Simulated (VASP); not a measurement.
# GeMo (P4/mmm) in VASP: relaxation of cell and atoms with PBE

Aim: the relaxation of cell and atoms of GeMo with PBE.

Program: VASP 6.6.1. These are calculated values, not measurements. Logs are shortened: lines on timing, memory, paths and dates and some standing lists are left out, and cuts for length are marked.

### Step 1. The cell of the first run

Symmetry: P4/mmm, No. 123, tetragonal system. Conventional cell: a = 3.103 Å, b = 3.103 Å, c = 3.168 Å, α = 90.00°, β = 90.00°, γ = 90.00°. Within 3.6 Å of Ge (site symmetry 4/mmm) lie 8 Mo at 2.71 Å and 6 Ge at 3.10 to 3.17 Å. Mo (site symmetry 4/mmm) has 8 Ge at 2.71 Å and 6 Mo at 3.10 to 3.17 Å within 3.6 Å.

### Step 2. Relaxation of cell and atoms, PBE

Contents of INCAR:

```
SYSTEM = GeMo
  PREC = Accurate
  ENCUT = 600
  EDIFF = 1E-6
  ISMEAR = 0
  SIGMA = 0.1
  LREAL = .False.
  LASPH = .True.
  NELM = 100
  ALGO = Normal
  ISIF = 3
  LWAVE = .False.
  LCHARG = .False.
  GGA = PE
  IBRION = 2
  NSW = 100
  EDIFFG = -0.01
  LUSENCCL = .False.
```

Contents of KPOINTS:

```
regular mesh
0
Gamma
  18 18 18
  0 0 0
```

Contents of POSCAR:

```
GeMo
1.0
    3.1025564200      0.0000000000      0.0000000000
    0.0000000000      3.1025564200      0.0000000000
    0.0000000000      0.0000000000      3.1677809130
Ge Mo
1 1
Direct
    0.5000000000      0.5000000000      0.0000000000
    0.0000000000      0.0000000000      0.5000000000
```

Potentials or basis: VASP PAW PBE potentials, release 64 (Ge_d, Mo_sv).

Started as:

```sh
cat potpaw_PBE.64/Ge_d/POTCAR potpaw_PBE.64/Mo_sv/POTCAR > POTCAR
mpirun -np 1 vasp_std > vasp.out
```

OUTCAR:

```text
SYSTEM = GeMo
   PREC = Accurate
   ENCUT = 600
   EDIFF = 1E-6
   ISMEAR = 0
   LREAL = .False.
   LASPH = .True.
   NELM = 100
   ISIF = 3
   GGA = PE
   IBRION = 2
   NSW = 100
   EDIFFG = -0.01

 ion  position               nearest neighbor table
   1  0.500  0.500  0.000-   2 2.71   2 2.71   2 2.71   2 2.71   2 2.71   2 2.71   2 2.71   2 2.71

   2  0.000  0.000  0.500-   1 2.71   1 2.71   1 2.71   1 2.71   1 2.71   1 2.71   1 2.71   1 2.71

  LATTYP: Found a simple tetragonal cell.
 ALAT       =     3.1025564200
 C/A-ratio  =     1.0210228225

  Lattice vectors:

 A1 = (   3.1025564200,   0.0000000000,   0.0000000000)
 A2 = (   0.0000000000,   3.1025564200,   0.0000000000)
 A3 = (   0.0000000000,   0.0000000000,   3.1677809130)

Analysis of symmetry for initial positions (statically):
=====================================================================
 Subroutine PRICEL returns:
 Original cell was already a primitive cell.

 Routine SETGRP: Setting up the symmetry group for a
 simple tetragonal supercell.

 Subroutine GETGRP returns: Found 16 space group operations
 (whereof 16 operations were pure point group operations)
 out of a pool of 16 trial point group operations.

The static configuration has the point symmetry D_4h.

Analysis of symmetry for dynamics (positions and initial velocities):
=====================================================================
 Subroutine PRICEL returns:
 Original cell was already a primitive cell.

 Routine SETGRP: Setting up the symmetry group for a
 simple tetragonal supercell.

 Subroutine GETGRP returns: Found 16 space group operations
 (whereof 16 operations were pure point group operations)
 out of a pool of 16 trial point group operations.

The dynamic configuration has the point symmetry D_4h.

 Subroutine INISYM returns: Found 16 space group operations
 (whereof 16 operations are pure point group operations),
 and found     1 'primitive' translations

----------------------------------------------------------------------------------------

                                     Primitive cell

  volume of cell :      30.4926

  direct lattice vectors                    reciprocal lattice vectors
     3.102556420  0.000000000  0.000000000     0.322314848  0.000000000  0.000000000
     0.000000000  3.102556420  0.000000000     0.000000000  0.322314848  0.000000000
     0.000000000  0.000000000  3.167780913     0.000000000  0.000000000  0.315678397

  length of vectors
     3.102556420  3.102556420  3.167780913     0.322314848  0.322314848  0.315678397

  position of ions in fractional coordinates (direct lattice)
     0.500000000  0.500000000  0.000000000
     0.000000000  0.000000000  0.500000000

  ion indices of the primitive-cell ions
   primitive index   ion index
                 1           1
                 2           2

----------------------------------------------------------------------------------------

 KPOINTS: regular mesh

Automatic generation of k-mesh.
 Grid dimensions read from file:
 generate k-points for:   18   18   18

 Generating k-lattice:

  Cartesian coordinates                     Fractional coordinates (reciprocal lattice)
     0.017906380  0.000000000  0.000000000     0.055555556  0.000000000  0.000000000
     0.000000000  0.017906380  0.000000000     0.000000000  0.055555556  0.000000000
     0.000000000  0.000000000  0.017537689     0.000000000  0.000000000  0.055555556

  Length of vectors
     0.017906380  0.017906380  0.017537689

  Shift w.r.t. Gamma in fractional coordinates (k-lattice)
     0.000000000  0.000000000  0.000000000

 Subroutine IBZKPT returns following result:
 ===========================================

 Found    550 irreducible k-points:

 Following reciprocal coordinates:
            Coordinates               Weight
  0.000000  0.000000  0.000000      1.000000
  0.055556  0.000000  0.000000      4.000000
  0.111111  0.000000  0.000000      4.000000
  0.166667  0.000000  0.000000      4.000000
  0.222222  0.000000  0.000000      4.000000
  0.277778  0.000000  0.000000      4.000000
[... 16 lines left out ...]
  0.277778  0.111111  0.000000      8.000000
  0.333333  0.111111  0.000000      8.000000
 [... further k-points ...]
   k-points           NKPTS =    550   k-points in BZ     NKDIM =    550   number of bands    NBANDS=     18
   number of dos      NEDOS =    301   number of ions     NIONS =      2
   total plane-waves  NPLWV =  21952
   dimension x,y,z NGX =    28 NGY =   28 NGZ =   28
   dimension x,y,z NGXF=    56 NGYF=   56 NGZF=   56
   ions per type =               1   1
   NGX,Y,Z   is equivalent  to a cutoff of  15.00, 15.00, 14.69 a.u.
   NGXF,Y,Z  is equivalent  to a cutoff of  30.01, 30.01, 29.39 a.u.
 SYSTEM =  GeMo
   PREC   = accura    normal or accurate (medium, high low for compatibility)
   ISTART =      0    job   : 0-new  1-cont  2-samecut
   ICHARG =      2    charge: 1-file 2-atom 10-const
   ISPIN  =      1    spin polarized calculation?
   LNONCOLLINEAR =      F non collinear calculations
   LSORBIT =      F    spin-orbit coupling
   LASPH  =      T    aspherical Exc in radial PAW
   ENCUT  =  600.0 eV  44.10 Ry    6.64 a.u.   6.20  6.20  6.33*2*pi/ulx,y,z
   NELM   =    100;   NELMIN=  2; NELMDL= -5     # of ELM steps
   EDIFF  = 0.1E-05   stopping-criterion for ELM
   LREAL  =      F    real-space projection
   EDIFFG = -.1E-01   stopping-criterion for IOM
   NSW    =    100    number of steps for IOM
   IBRION =      2    ionic relax: 0-MD 1-quasi-New 2-CG
   NFREE  =      1    steps in history (QN), initial steepest desc. (CG)
   ISIF   =      3    stress and relaxation
   ISYM   =      2    0-nonsym 1-usesym 2-fastsym
   POTIM  = 0.5000    time-step for ionic-motion
   TEBEG  =    0.0;   TEEND  =   0.0 temperature during run
   PSTRESS=    0.0 pullay stress
   NELECT =      28.0000    total number of electrons
   NUPDOWN=      -1.0000    fix difference up-down
   EMIN   =  10.00;   EMAX   =-10.00  energy-range for DOS
   EFERMI =   0.00;   METHOD = LEGACY
   ISMEAR =     0;   SIGMA  =   0.10  broadening in eV -4-tet -1-fermi 0-gaus
   EFERMI_NEDOS =   21; number of points for ismear=-14 and -15
   IALGO  =     38    algorithm
   IMIX   =      4    mixing-type and parameters
     AMIX     =   0.40;   BMIX     =  1.00
     AMIX_MAG =   1.60;   BMIX_MAG =  1.00
  volume/ion in A,a.u.               =      15.25       102.89
  Fermi-wavevector in a.u.,A,eV,Ry     =   1.591217  3.006964 34.449553  2.531971
  Thomas-Fermi vector in A             =   2.689791
   LORBIT       =      0    0 simple, 1 ext, 2 COOP (PROOUT), +10 PAW based schemes
   GGA     = PE    functional components
   LHFCALC =     F    Hartree Fock is set to
   AEXX    =    0.0000 exact exchange contribution
   IVDW    =     0    specifies the selected vdW correction
   LEPSILON=     F    determine dielectric tensor
   LRPA    =     F    only Hartree local field effects (RPA)
 conjugate gradient relaxation of ions
 non-spin polarized calculation
 Gauss-broadening in eV      SIGMA  =   0.10
  energy-cutoff  :      600.00
  volume of cell :       30.49
 maximum number of plane-waves:      1036
 NGX is ok and might be reduce to    28
   NGX = 13   NGY = 13   NGZ = 13

--------------------------------------- Ionic step        1  -------------------------------------------

 number of electron      27.9999997 magnetization

 Free energy of the ion-electron system (eV)
  ---------------------------------------------------
  ext. energy  EPLUGINS =         0.00000000
  ---------------------------------------------------
  free energy    TOTEN  =       -15.19490510 eV

  energy without entropy =      -15.18245270  energy(sigma->0) =      -15.18867890

------------------------ aborting loop because EDIFF is reached ----------------------------------------

  FORCE on cell =-STRESS in cart. coord.  units (eV):
  Direction    XX          YY          ZZ          XY          YZ          ZX
  --------------------------------------------------------------------------------------
  -------------------------------------------------------------------------------------
  Total        0.2615153      0.2615153     -0.0984135      0.0000000      0.0000000     -0.0000000
  in kB       13.7408376     13.7408376     -5.1709532      0.0000000      0.0000000     -0.0000000
  external PRESSURE =       7.4369073 kB  Pullay stress =       0.0000000 kB
[... 129 lines left out ...]
  energy  without entropy=      -15.1849089047  energy(sigma->0) =      -15.19122458

--------------------------------------- Ionic step        5  -------------------------------------------

 number of electron      27.9999993 magnetization

 Free energy of the ion-electron system (eV)
  ---------------------------------------------------
  ext. energy  EPLUGINS =         0.00000000
  ---------------------------------------------------
  free energy    TOTEN  =       -15.19763463 eV

  energy without entropy =      -15.18501235  energy(sigma->0) =      -15.19132349

 E-fermi :  10.7509     XC(G=0): -12.9595

 val. band max:       10.7506630148   @ k =   0.4444   0.2222   0.3333
 cond. band min:      10.7515576779   @ k =   0.4444   0.3333   0.2222
 fundamental gap:      0.0008946631
 Fermi energy:        10.7508866721

 k-point     1 :       0.0000    0.0000    0.0000
  band No.  band energies     occupation
      1     -50.0310      2.00000
      2     -24.0170      2.00000
      3     -24.0149      2.00000
      4     -24.0149      2.00000
      5     -13.5797      2.00000
      6     -13.5791      2.00000
[... 10 lines left out ...]
     17      13.3685      0.00000
     18      13.3685      0.00000
[... 466 lines left out ...]
      2     -24.2407      2.00000
      3     -24.0307      2.00000
      4     -23.9951      2.00000
      5     -13.5688      2.00000
      6     -13.5381      2.00000
[... 10 lines left out ...]
     17      16.1995      0.00000
     18      17.5900      0.00000

 [... further k-points ...]

------------------------ aborting loop because EDIFF is reached ----------------------------------------

  FORCE on cell =-STRESS in cart. coord.  units (eV):
  Direction    XX          YY          ZZ          XY          YZ          ZX
  --------------------------------------------------------------------------------------
  -------------------------------------------------------------------------------------
  Total        0.0133304      0.0133304     -0.0016247      0.0000000      0.0000000      0.0000000
  in kB        0.6979740      0.6979740     -0.0850708      0.0000000      0.0000000      0.0000000
  external PRESSURE =       0.4369591 kB  Pullay stress =       0.0000000 kB
[... 17 lines left out ...]
  FREE ENERGIE OF THE ION-ELECTRON SYSTEM (eV)
  ---------------------------------------------------
  free  energy   TOTEN  =       -15.1976346257 eV

  energy  without entropy=      -15.1850123519  energy(sigma->0) =      -15.19132349

 reached required accuracy - stopping structural energy minimisation
```

Run time: 46 min. Hardware: 1 × NVIDIA H100 80GB with 1 thread of AMD EPYC 7R13 (Zen 3), shared host; peak memory 1.6 GiB.

What came out:

| Item | Value |
| --- | --- |
| Free energy | -15.1976 eV |
| Relaxed volume | 15.30 Å³/atom |
| Relaxed cell | a = 3.127 Å, b = 3.127 Å, c = 3.130 Å, α = 90.00°, β = 90.00°, γ = 90.00° |
| Space group after relaxing (to 0.1 Å) | Pm-3m (No. 221) |
| Energy gained by relaxing | 1.4 meV/atom |
| Ionic steps | 5 |
| Pressure after relaxing | 0.0 GPa |
| Band gap on the k mesh | zero (bands 14 and 15 overlap by 3.47 eV) |

Step by step:
| step | energy change (eV) | largest force (eV/Å) | pressure (GPa) | volume (Å³) |
| --- | --- | --- | --- | --- |
| 1 | 0.0000 | 0.0000 | 0.74 | 30.49 |
| 2 | -0.0011 | 0.0000 | -1.25 | 30.81 |
| 3 | -0.0013 | 0.0000 | -0.66 | 30.72 |
| 4 | -0.0026 | 0.0000 | -0.10 | 30.63 |
| 5 | -0.0027 | 0.0000 | 0.04 | 30.60 |

Final structure:
```
Ge Mo
1.0
     3.12664    0.00000    0.00000
     0.00000    3.12664    0.00000
     0.00000    0.00000    3.13011
Ge Mo
1 1
Direct
  0.50000 0.50000 0.00000
  0.00000 0.00000 0.50000
```
